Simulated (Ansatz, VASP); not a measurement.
# One calculation of Yb, two programs

The input POSCAR:

```
Yb
1.0
    0.0000000000      2.6002200056      2.6002200056
    2.6002200056      0.0000000000      2.6002200056
    2.6002200056      2.6002200056      0.0000000000
Yb
1
Direct
    0.0000000000      0.0000000000      0.0000000000
```

The input INCAR.step1:

```
SYSTEM = Yb
  ALGO = Normal
  EDIFF = 1E-4
  ENCUT = 600
  GGA = PE
  ISMEAR = 0
  LASPH = .True.
  LCHARG = .False.
  LREAL = .False.
  LWAVE = .True.
  NELM = 100
  PREC = Accurate
  SIGMA = 0.1
```

File INCAR.step2:

```
SYSTEM = Yb
  ALGO = Normal
  EDIFF = 1E-6
  EDIFFG = -0.005
  ENCUT = 600
  IBRION = 2
  ISIF = 3
  ISMEAR = 0
  ISTART = 1
  LASPH = .True.
  LCHARG = .False.
  LMIXTAU = .True.
  LREAL = .False.
  LWAVE = .False.
  METAGGA = R2SCAN
  NELM = 100
  NSW = 100
  PREC = Accurate
  SIGMA = 0.1
```

The input KPOINTS:

```
k-points
0
Gamma
  14 14 14
  0 0 0
```

Input for Ansatz:

```yaml
crystal:
  lattice:
    - [0.0, 2.6002200056, 2.6002200056]
    - [2.6002200056, 0.0, 2.6002200056]
    - [2.6002200056, 2.6002200056, 0.0]
  atoms:
    - { symbol: Yb, position: [0.0, 0.0, 0.0] }
basis:
  ecutwfc: 500
kpoints:
  mp_grid: { grid: [14, 14, 14] }
hamiltonian:
  xc: r2scan
scf:
  occupations: { method: gaussian, width: 0.1 }
output:
  forces: true
  stress: true
  eigenvalues: true
relax:
  adjacent_minimum: "off"
  f_tol: 0.005
  max_steps: 80
  cell: { stress_tol: 0.05 }
```

Alike in both runs: task relaxation of cell and atoms; functional r2SCAN; k mesh 14 × 14 × 14; occupations gaussian, width 0.1 eV; no spin polarisation.

|  | VASP | Ansatz |
| --- | --- | --- |
| version | VASP 6.6.1 | Ansatz 0.2.0 |
| potentials or method | VASP PAW PBE potentials, release 64 (Yb), cutoff 600 eV | scalar-relativistic, plane waves, PAW |
| valence electrons in the cell | 24 | 24 |

|  | VASP | Ansatz | Ansatz less VASP |
| --- | --- | --- | --- |
| gap on the k mesh at the Fermi level, each at its own relaxed structure (eV) | 0.03 | 0.03 | +0.004 |
| relaxed volume (Å³/atom) | 34.63 | 35.16 | +0.533 |
| relaxed cell length with the largest relative difference (Å) | 3.659 | 3.677 | +0.0187 |

VASP's potentials were made for PBE, not for r2SCAN.

Neither program's run includes spin-orbit coupling.
